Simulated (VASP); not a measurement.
Set up this calculation in VASP 6.6.1, as the native input.

```
Task                   : single point
Functional             : PBE
Potentials or basis    : VASP PAW PBE potentials, release 64 (Hf_pv)
Cutoff                 : 520 eV
k mesh                 : 11 × 11 × 6
Occupations            : gaussian, width 1 eV
Spin                   : no spin polarisation
Dipole correction      : no
Further INCAR settings : ALGO = Normal; EDIFF = 1e-06; NBANDS = 17
```

The structure of Hf lies in POSCAR:

```
Hf
1.0
    3.2045059552      0.0000000000      0.0000000000
   -1.6022529776      2.7751835638      0.0000000000
    0.0000000000      0.0000000000      5.0738215932
Hf
2
Direct
    0.3333333333      0.6666666667      0.2500000000
    0.6666666667      0.3333333333      0.7500000000
```

The input as run:

INCAR

```
  ALGO = Normal
  EDIFF = 1E-6
  ENCUT = 520
  GGA = PE
  ISIF = 2
  ISMEAR = 0
  LASPH = True
  LCHARG = False
  LREAL = False
  LWAVE = False
  NBANDS = 17
  NELM = 60
  PREC = Accurate
  SIGMA = 1.0
```

KPOINTS

```
k-points
0
Gamma
  11 11 6
```

Potentials or basis: VASP PAW PBE potentials, release 64 (Hf_pv).

Launch:

```sh
$ cat potpaw_PBE.64/Hf_pv/POTCAR > POTCAR
$ mpirun -np 1 vasp_std > vasp.out
```

It gave:

- Pressure: 1.5 GPa
- Band gap on the k mesh: zero (bands 10 and 11 overlap by 1.48 eV)

Caveat: so wide a smearing shifts energies and pressures; spin-orbit coupling is left out, which moves the levels of the heavy elements.

It took 16 s on 1 thread of Intel(R) Xeon(R) 6975P-C (Granite Rapids) (shared host), peak memory 0.18 GiB.
